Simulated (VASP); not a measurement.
# ZnO in VASP: notebook

Runs on ZnO. Level: PBE. Tasks: single point.

Program: VASP 6.6.1. These are calculated values, not measurements. Logs are shortened: lines on timing, memory, paths and dates and some standing lists are left out, and cuts for length are marked.

### 1 The cell of the first run

Symmetry: P6_3mc, No. 186, hexagonal system. Conventional cell: a = 3.279 Å, b = 3.279 Å, c = 5.293 Å, α = 90.00°, β = 90.00°, γ = 120.00°. Zn (site symmetry 3m) has 4 O at 2.00 to 2.01 Å within 2.6 Å. Within 2.6 Å of O (site symmetry 3m) lie 4 Zn at 2.00 to 2.01 Å.

### 2 Single point, PBE

INCAR reads:

```
SYSTEM = ZnO
ALGO = Normal
EDIFF = 1E-7
ENCUT = 520
GGA = PE
ISIF = 2
ISMEAR = 0
LASPH = .True.
LCHARG = .False.
LREAL = Auto
LWAVE = .False.
NBANDS = 166
NELM = 60
PREC = Accurate
SIGMA = 0.02
```

KPOINTS reads:

```
Automatic mesh
0
Gamma
  3 3 2
  0 0 0.5
```

POSCAR reads:

```
ZnO
1.0
    6.5587748860     -0.0000000001      0.0000000000
   -3.2793874431     -5.6800656690      0.0000000000
    0.0000000000      0.0000000000    -10.5863553027
Zn O
16 16
Direct
    0.1666666667      0.3333333333      0.2496989007
    0.1666666667      0.3333333333      0.7496989007
    0.6666666667      0.3333333333      0.2496989007
    0.6666666667      0.3333333333      0.7496989007
    0.1666666667      0.8333333333      0.2496989007
    0.1666666667      0.8333333333      0.7496989007
    0.6666666667      0.8333333333      0.2496989007
    0.6666666667      0.8333333333      0.7496989007
    0.8333333333      0.1666666667      0.4996989007
    0.8333333333      0.1666666667      0.9996989007
    0.3333333333      0.1666666667      0.4996989007
    0.3333333333      0.1666666667      0.9996989007
    0.8333333333      0.6666666667      0.4996989007
    0.8333333333      0.6666666667      0.9996989007
    0.3333333333      0.6666666667      0.4996989007
    0.3333333333      0.6666666667      0.9996989007
    0.1666666667      0.3333333333      0.0601460993
    0.1666666667      0.3333333333      0.5601460993
    0.6666666667      0.3333333333      0.0601460993
    0.6666666667      0.3333333333      0.5601460993
    0.1666666667      0.8333333333      0.0601460993
    0.1666666667      0.8333333333      0.5601460993
    0.6666666667      0.8333333333      0.0601460993
    0.6666666667      0.8333333333      0.5601460993
    0.8333333333      0.1666666667      0.3101460993
    0.8333333333      0.1666666667      0.8101460993
    0.3333333333      0.1666666667      0.3101460993
    0.3333333333      0.1666666667      0.8101460993
    0.8333333333      0.6666666667      0.3101460993
    0.8333333333      0.6666666667      0.8101460993
    0.3333333333      0.6666666667      0.3101460993
    0.3333333333      0.6666666667      0.8101460993
```

Potentials or basis: VASP PAW PBE potentials, release 64 (Zn, O).

Run with:

```
> cat potpaw_PBE.64/Zn/POTCAR potpaw_PBE.64/O/POTCAR > POTCAR
> mpirun -np 1 vasp_std > vasp.out
```

OUTCAR:

```text
SYSTEM = ZnO
   EDIFF = 1E-7
   ENCUT = 520
   GGA = PE
   ISIF = 2
   ISMEAR = 0
   LASPH = .True.
   LREAL = Auto
   NELM = 60
   PREC = Accurate

 ion  position               nearest neighbor table
   1  0.167  0.333  0.250-  27 2.00  25 2.00  31 2.00  17 2.01
   2  0.167  0.333  0.750-  28 2.00  26 2.00  32 2.00  18 2.01
   3  0.667  0.333  0.250-  25 2.00  27 2.00  29 2.00  19 2.01
   4  0.667  0.333  0.750-  26 2.00  28 2.00  30 2.00  20 2.01
   5  0.167  0.833  0.250-  31 2.00  29 2.00  27 2.00  21 2.01
   6  0.167  0.833  0.750-  32 2.00  30 2.00  28 2.00  22 2.01
[... 33 lines left out ...]
 A1 = (   6.5587748860,  -0.0000000001,   0.0000000000)
 A2 = (  -3.2793874431,  -5.6800656690,   0.0000000000)
 A3 = (   0.0000000000,   0.0000000000, -10.5863553027)

Analysis of symmetry for initial positions (statically):
=====================================================================
 Subroutine PRICEL returns following result:

  LATTYP: Found a hexagonal cell.
 ALAT       =     3.2793874430
 C/A-ratio  =     1.6140751111

  Lattice vectors:

 A1 = (   3.2793874430,  -0.0000000001,   0.0000000000)
 A2 = (  -1.6396937216,  -2.8400328345,   0.0000000000)
 A3 = (   0.0000000000,   0.0000000000,  -5.2931776514)

   8 primitive cells build up your supercell.

 Routine SETGRP: Setting up the symmetry group for a
 hexagonal supercell.

 Subroutine GETGRP returns: Found 12 space group operations
 (whereof  6 operations were pure point group operations)
 out of a pool of 24 trial point group operations.

The static configuration has the point symmetry C_3v.
 The point group associated with its full space group is C_6v.

Analysis of symmetry for dynamics (positions and initial velocities):
=====================================================================
 Subroutine PRICEL returns following result:

  LATTYP: Found a hexagonal cell.
 ALAT       =     3.2793874430
 C/A-ratio  =     1.6140751111

  Lattice vectors:

 A1 = (   3.2793874430,  -0.0000000001,   0.0000000000)
 A2 = (  -1.6396937216,  -2.8400328345,   0.0000000000)
 A3 = (   0.0000000000,   0.0000000000,  -5.2931776514)

   8 primitive cells build up your supercell.

 Routine SETGRP: Setting up the symmetry group for a
 hexagonal supercell.

 Subroutine GETGRP returns: Found 12 space group operations
 (whereof  6 operations were pure point group operations)
[... 88 lines left out ...]
   NSW    =      0    number of steps for IOM
   IBRION =     -1    ionic relax: 0-MD 1-quasi-New 2-CG
   NFREE  =      0    steps in history (QN), initial steepest desc. (CG)
   ISIF   =      2    stress and relaxation
   ISYM   =      2    0-nonsym 1-usesym 2-fastsym
   POTIM  = 0.5000    time-step for ionic-motion
   TEBEG  =    0.0;   TEEND  =   0.0 temperature during run
   PSTRESS=    0.0 pullay stress
   NELECT =     288.0000    total number of electrons
   NUPDOWN=      -1.0000    fix difference up-down
   EMIN   =  10.00;   EMAX   =-10.00  energy-range for DOS
   EFERMI =   0.00;   METHOD = LEGACY
   ISMEAR =     0;   SIGMA  =   0.02  broadening in eV -4-tet -1-fermi 0-gaus
   EFERMI_NEDOS =   21; number of points for ismear=-14 and -15
   IALGO  =     38    algorithm
   IMIX   =      4    mixing-type and parameters
     AMIX     =   0.40;   BMIX     =  1.00
     AMIX_MAG =   1.60;   BMIX_MAG =  1.00
  volume/ion in A,a.u.               =      12.32        83.17
  Fermi-wavevector in a.u.,A,eV,Ry     =   1.474229  2.785888 29.570219  2.173350
  Thomas-Fermi vector in A             =   2.589025
   LORBIT       =      0    0 simple, 1 ext, 2 COOP (PROOUT), +10 PAW based schemes
   GGA     = PE    functional components
   LHFCALC =     F    Hartree Fock is set to
   AEXX    =    0.0000 exact exchange contribution
   IVDW    =     0    specifies the selected vdW correction
   LEPSILON=     F    determine dielectric tensor
   LRPA    =     F    only Hartree local field effects (RPA)
 non-spin polarized calculation
 Gauss-broadening in eV      SIGMA  =   0.02
  energy-cutoff  :      520.00
  volume of cell :      394.39
 maximum number of plane-waves:     10626
 NGX is ok and might be reduce to    50
   NGX = 25   NGY = 25   NGZ = 39

 number of electron     288.0000243 magnetization

 Free energy of the ion-electron system (eV)
  ---------------------------------------------------
  ext. energy  EPLUGINS =         0.00000000
  ---------------------------------------------------
  free energy    TOTEN  =      -142.89142381 eV

  energy without entropy =     -142.89142381  energy(sigma->0) =     -142.89142381

 E-fermi :   1.0073     XC(G=0): -10.7258

 val. band max:        0.8687985603   @ k =   0.0000   0.0000   0.2500
 cond. band min:       2.0492123301   @ k =   0.0000   0.0000   0.2500
 fundamental gap:      1.1804137699
 Fermi energy:         1.0073175926

 k-point     1 :       0.0000    0.0000    0.2500
  band No.  band energies     occupation
      1     -16.8984      2.00000
      2     -16.7238      2.00000
      3     -16.4685      2.00000
      4     -16.2819      2.00000
      5     -16.2770      2.00000
      6     -16.2770      2.00000
[... 466 lines left out ...]
    155       7.8680      0.00000
    156       7.8680      0.00000
 [bands above 156 left out]

------------------------ aborting loop because EDIFF is reached ----------------------------------------

  FORCE on cell =-STRESS in cart. coord.  units (eV):
  Direction    XX          YY          ZZ          XY          YZ          ZX
  --------------------------------------------------------------------------------------
  -------------------------------------------------------------------------------------
  Total        2.2559701      2.2559701      2.1605358      0.0000000      0.0000000      0.0000000
  in kB        9.1647660      9.1647660      8.7770690      0.0000000      0.0000000      0.0000000
  external PRESSURE =       9.0355337 kB  Pullay stress =       0.0000000 kB

 VOLUME and BASIS-vectors are now :
 -----------------------------------------------------------------------------
  energy-cutoff  :      520.00
  volume of cell :      394.39
      direct lattice vectors                 reciprocal lattice vectors
     6.558774886 -0.000000000  0.000000000     0.152467498 -0.088027151  0.000000000
    -3.279387443 -5.680065669  0.000000000    -0.000000000 -0.176054303  0.000000000
     0.000000000  0.000000000-10.586355303     0.000000000  0.000000000 -0.094461216

 POSITION                                       TOTAL-FORCE (eV/Angst)
 -----------------------------------------------------------------------------------
      0.00000     -1.89336     -2.64340         0.000000      0.000000      0.001942
      0.00000     -1.89336     -7.93658         0.000000     -0.000000      0.001942
      3.27939     -1.89336     -2.64340         0.000000      0.000000      0.001942
      3.27939     -1.89336     -7.93658        -0.000000     -0.000000      0.001942
     -1.63969     -4.73339     -2.64340        -0.000000      0.000000      0.001942
     -1.63969     -4.73339     -7.93658        -0.000000      0.000000      0.001942
[... 24 lines left out ...]
     -0.00000     -3.78671     -3.28332         0.000000      0.000000     -0.001942
     -0.00000     -3.78671     -8.57649        -0.000000      0.000000     -0.001942
 -----------------------------------------------------------------------------------
    total drift:                               -0.000004      0.000001     -0.019282

  FREE ENERGIE OF THE ION-ELECTRON SYSTEM (eV)
  ---------------------------------------------------
  free  energy   TOTEN  =      -142.8914238105 eV

  energy  without entropy=     -142.8914238105  energy(sigma->0) =     -142.89142381
```

It took 8 min on 1 thread of Intel Xeon Platinum 8375C at 2.90GHz (Ice Lake), shared host; peak memory 0.51 GiB.

What came out:

```yaml
Free_energy: -142.8914 eV
Pressure: 0.9 GPa
Band_gap_on_the_k_mesh: 1.18 eV
```

Levels at points of the mesh, in eV from the valence-band top:
| k point | band 140 | band 141 | band 142 | band 143 | band 144 | band 145 | band 146 | band 147 | band 148 | band 149 |
| --- | --- | --- | --- | --- | --- | --- | --- | --- | --- | --- |
| (0.00, 0.00, 0.25) | -0.43 | -0.20 | -0.20 | 0.00 | 0.00 | 1.18 | 2.65 | 4.06 | 4.99 | 5.42 |

Caveat: a shifted mesh leaves out Γ, where band edges can lie. A k mesh can miss the band edges.

### 3 Single point, PBE

INCAR reads:

```
  ALGO = Normal
  EDIFF = 1E-6
  ENCUT = 520
  GGA = PE
  ISIF = 2
  ISMEAR = 0
  LASPH = T
  LCHARG = T
  LELF = T
  LREAL = Auto
  LVHAR = T
  LWAVE = F
  NBANDS = 166
  NELM = 60
  PREC = Accurate
  SIGMA = 0.02
```

KPOINTS is that of step 2.

POSCAR reads:

```
ZnO
1.0
    6.5587748860     -0.0000000001      0.0000000000
   -3.2793874431     -5.6800656690      0.0000000000
    0.0000000000      0.0000000000    -10.5863553027
Zn O
16 16
Direct
    0.1654319604      0.3339230677      0.2486192871
    0.1655884465      0.3338878324      0.7486733097
    0.6656819047      0.3339626562      0.2486227339
    0.6655807476      0.3339457837      0.7484660502
    0.1652769426      0.8338798090      0.2485938387
    0.1658011319      0.8341280900      0.7487270749
    0.6651695246      0.8338989605      0.2486241258
    0.6657206944      0.8337184635      0.7486935618
    0.8324508868      0.1676858982      0.4987834018
    0.8321623186      0.1667821274      0.9985550282
    0.3322161837      0.1674424781      0.4983942251
    0.3325450837      0.1671703737      0.9987835328
    0.8322796017      0.6675498044      0.4986138297
    0.8321499106      0.6669610578      0.9986419118
    0.3322952467      0.6675732361      0.4986830256
    0.3320351818      0.6667741948      0.9986164564
    0.1653868365      0.3334632894      0.0591192955
    0.1657294887      0.3341461631      0.5591212843
    0.6657466354      0.3336426303      0.0592249817
    0.6655043810      0.3341250154      0.5591385134
    0.1654729446      0.8336987839      0.0591104273
    0.1656433729      0.8342154069      0.5591558120
    0.6653289701      0.8335401767      0.0591029189
    0.6656122507      0.8342063836      0.5591036165
    0.8321347156      0.1671714038      0.3091783357
    0.8321986775      0.1672591607      0.8091153822
    0.3322781694      0.1672847920      0.3089632447
    0.3323381801      0.1674580268      0.8092899549
    0.8320236200      0.6672707366      0.3090987151
    0.8323358863      0.6673409059      0.8091320892
    0.3319387561      0.6672101662      0.3090881928
    0.3322188982      0.6672618371      0.8091408264
```

Potentials or basis: VASP PAW PBE potentials, release 64 (Zn, O).

Run with:

```
> cat potpaw_PBE.64/Zn/POTCAR potpaw_PBE.64/O/POTCAR > POTCAR
> mpirun -np 1 vasp_std > vasp.out
```

Wall time 25 min (1 thread of Intel Xeon Platinum 8259CL at 2.50GHz (Skylake/Cascade Lake), shared host); peak memory 0.67 GiB.

Results (log left out):

```yaml
Free_energy: -142.8914 eV
Pressure: 0.9 GPa
Largest_force: 0.018 eV/Å
Band_gap_on_the_k_mesh: 1.18 eV
```

Forces on the atoms (eV/Å):
```
Zn  -0.001  0.003  0.000
Zn  -0.001 -0.001  0.001
Zn   0.000  0.000 -0.005
Zn  -0.001  0.000 -0.016
Zn   0.002 -0.001  0.001
Zn  -0.003 -0.002  0.003
Zn   0.008 -0.001 -0.001
Zn  -0.014 -0.009  0.006
Zn  -0.002  0.008  0.010
Zn  -0.002 -0.003 -0.003
Zn   0.003  0.001 -0.008
Zn  -0.006  0.005  0.003
Zn   0.001  0.001  0.000
Zn   0.001 -0.001 -0.002
Zn   0.001  0.002  0.005
Zn  -0.006 -0.004 -0.003
O    0.003 -0.006 -0.001
O    0.001 -0.001 -0.002
O   -0.001 -0.005  0.009
O    0.000 -0.002  0.012
O    0.004  0.003  0.003
O   -0.004  0.001  0.000
O    0.003  0.001 -0.001
O    0.001  0.002 -0.006
O    0.002 -0.002 -0.006
O    0.000  0.003  0.007
O   -0.004  0.000 -0.004
O    0.005  0.003  0.007
O   -0.003 -0.002 -0.004
O    0.008  0.008 -0.001
O    0.000  0.000 -0.008
O    0.006 -0.001  0.003
```

Levels at points of the mesh, in eV from the valence-band top:
```
           k point  band 141  band 142  band 143  band 144  band 145  band 146  band 147  band 148
(0.00, 0.00, 0.25)     -0.20     -0.20      0.00      0.00      1.18      2.65      4.06      4.99
```

Caveat: a shifted mesh leaves out Γ, where band edges can lie.
